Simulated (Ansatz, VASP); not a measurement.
Two plane-wave programs on Ag

```xyz
1
Lattice="0.0000 1.8720 2.4336 1.8720 0.0000 2.4336 1.8720 1.8720 0.0000" Properties=species:S:1:pos:R:3 pbc="T T T"
Ag    0.0000    0.0000    0.0000
```

Alike in both runs: task single point; functional r2SCAN; k mesh 22 × 22 × 22; occupations gaussian, width 0.15 eV; no spin polarisation.

|  | VASP | Ansatz |
| --- | --- | --- |
| version | VASP 6.6.1 | Ansatz 0.2.0 |
| potentials or method | VASP PAW PBE potentials, release 64 (Ag), cutoff 520 eV | scalar-relativistic, plane waves, PAW |
| valence electrons in the cell | 11 | 19 |

Ansatz gave:

```
gap on the k mesh at the Fermi level (eV)                     : none
pressure (GPa)                                                : 6.1
traceless stress, the component that is largest in VASP (GPa) : -12.63
```

Task: Which values does VASP return?

Result: gap on the k mesh at the Fermi level (eV): none; pressure (GPa): 6.3; traceless stress, the component that is largest in VASP (GPa): -12.86.

VASP's potentials were made for PBE, not for r2SCAN. A gap of «none» marks a metal or a gap that the smearing closes. The functional is the same, so the differences come from potentials, cutoffs and numerics. VASP's potentials hold 11 valence electrons a cell and Ansatz's 19, so a difference there can come from the potentials and not from the codes.
